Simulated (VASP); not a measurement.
A run of VASP 6.6.1 is set up as follows.

Contents of INCAR:

```
ALGO     = Normal         # electronic algorithm
EDIFF    = 1E-6           # SCF threshold, eV
ENCUT    = 520            # plane-wave cutoff, eV
GGA      = PE             # functional
ISIF     = 2              # what is computed and relaxed
ISMEAR   = 0              # smearing method
LASPH    = T              # aspherical terms in the spheres
LCHARG   = F              # write CHGCAR
LREAL    = F              # projectors in reciprocal space
LWAVE    = F              # write WAVECAR
NBANDS   = 21             # bands
NELM     = 100            # most SCF steps
PREC     = Accurate       # precision mode
SIGMA    = 0.01           # smearing width, eV
```

The input KPOINTS:

```
k-points
0
Gamma
  6 6 6
```

The input POSCAR:

```
PbF2
1.0
    0.0000000000      2.9458082805      2.9458082805
    2.9458082805      0.0000000000      2.9458082805
    2.9458082805      2.9458082805      0.0000000000
Pb F
1 2
Direct
    0.0000000000      0.0000000000      0.0000000000
    0.2500000000      0.2500000000      0.2500000000
    0.7500000000      0.7500000000      0.7500000000
```

Potentials or basis: VASP PAW PBE potentials, release 64 (Pb_d, F).

The run is started by

```sh
$ cat potpaw_PBE.64/Pb_d/POTCAR potpaw_PBE.64/F/POTCAR > POTCAR
$ mpirun -np 1 vasp_std > vasp.out
```

(1) What does it give for the band gap on the k mesh?

(2) Predict the pressure.

Results:

(1) 4.44 eV, indirect (least direct gap 4.56 eV).

(2) 4.0 GPa.

Caveat: spin-orbit coupling is left out, which moves the levels of the heavy elements.
